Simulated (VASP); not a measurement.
Ir: single point with PBEsol

Ir:

```
CELL_PARAMETERS angstrom
2.71073 0.00000 0.00000
-1.35536 2.34756 0.00000
0.00000 0.00000 8.84740
ATOMIC_POSITIONS crystal
Ir 0.00000 0.00000 0.00000
Ir 0.33333 0.66667 0.25000
Ir 0.00000 0.00000 0.50000
Ir 0.66667 0.33333 0.75000
```

| Property | Result |
| --- | --- |
| Program | VASP 6.6.1 |
| Task | single point |
| Functional | PBEsol |
| Potentials or basis | VASP PAW PBE potentials, release 64 (Ir) |
| Cutoff | 520 eV |
| k mesh | 18 × 18 × 6 |
| Occupations | gaussian, width 0.1 eV |
| Spin | no spin polarisation |
| Dipole correction | no |
| Further INCAR settings | ALGO = Fast; EDIFF = 1e-07; NBANDS = 26 |

* Pressure: 1.0 GPa
* Band gap on the k mesh: zero (band 18 reaches 11.37 eV, above the bottom of band 19 at 8.79 eV)

Levels at points of the mesh, in eV from the Fermi level:
| k point | band 15 | band 16 | band 17 | band 18 | band 19 | band 20 | band 21 | band 22 |
| --- | --- | --- | --- | --- | --- | --- | --- | --- |
| (0.00, 0.00, 0.00) | -3.37 | -1.82 | -1.82 | -1.06 | -1.06 | -0.86 | -0.35 | -0.35 |
| (0.50, 0.00, 0.00) | 0.78 | 0.89 | 0.89 | 0.93 | 1.03 | 1.27 | 1.28 | 1.30 |
| (0.00, 0.00, 0.50) | -2.78 | -2.78 | -1.41 | -1.41 | -1.41 | -1.41 | 0.21 | 0.21 |
| (0.50, 0.00, 0.50) | -0.08 | -0.08 | 0.93 | 0.93 | 1.24 | 1.24 | 2.66 | 2.66 |

Run time: 2.2 min on 1 thread of Intel(R) Xeon(R) 6975P-C (Granite Rapids) (shared host), peak memory 0.29 GiB.

Caveat: the PAW data sets were made with another functional, which shifts forces and pressure a little; spin-orbit coupling is left out, which moves the levels of the heavy elements.
